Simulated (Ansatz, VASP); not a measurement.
# Two plane-wave programs on Co

File INCAR:

```
PREC = Accurate ; ENCUT = 520
EDIFF = 1E-7 ; ISMEAR = 0
SIGMA = 0.1 ; LREAL = False
LASPH = True ; NELM = 150
ALGO = Normal ; ISIF = 2
LWAVE = False ; LCHARG = False
ISPIN = 2 ; MAGMOM = 3
LORBIT = 11 ; LMAXMIX = 4
GGA = PE ; NBANDS = 14
```

Contents of KPOINTS:

```
Automatic mesh
0
Gamma
  8 8 8
```

POSCAR

```
Co
1.0
    0.0000000000      1.7050924608      1.7050924608
    1.7050924608      0.0000000000      1.7050924608
    1.7050924608      1.7050924608      0.0000000000
Co
1
Direct
    0.0000000000      0.0000000000      0.0000000000
```

Input for Ansatz:

```yaml
crystal:
  lattice:
    - [0.0, 1.7050924608, 1.7050924608]
    - [1.7050924608, 0.0, 1.7050924608]
    - [1.7050924608, 1.7050924608, 0.0]
  atoms:
    - { symbol: Co, position: [0.0, 0.0, 0.0], spin: 3.0 }
basis:
  ecutwfc: 420
kpoints:
  mp_grid: { grid: [8, 8, 8] }
hamiltonian:
  xc: pbe
scf:
  occupations: { method: gaussian, width: 0.1 }
  lower_state_search: "off"
output:
  forces: true
  stress: true
  eigenvalues: true
  populations: true
magnetization:
  spin_polarized: true
```

Alike in both runs: task single point; functional PBE; k mesh 8 × 8 × 8; occupations gaussian, width 0.1 eV; collinear spin.

```csv
,VASP,Ansatz
version,VASP 6.6.1,Ansatz 0.2.0
potentials or method,"VASP PAW PBE potentials, release 64 (Co), cutoff 520 eV","scalar-relativistic, plane waves, PAW"
valence electrons in the cell,9,17
```

|  | VASP | Ansatz | Ansatz less VASP |
| --- | --- | --- | --- |
| gap on the k mesh at the Fermi level (eV) | none | none | - |
| pressure (GPa) | 26.7 | 27.9 | +1.27 |
| net moment per atom (μB) | 1.70 | 1.70 | +0.001 |
| size of the moment on the site where the two differ most (μB) | 1.69 | 1.75 | +0.054 |

Site moments also hang on the region over which each program counts them. A gap of «none» marks a metal or a gap that the smearing closes. The functional is the same, so the differences come from potentials, cutoffs and numerics. VASP's potentials hold 9 valence electrons a cell and Ansatz's 17, so a difference there can come from the potentials and not from the codes.

The k mesh is coarse, so the values compare programs but aren't converged.
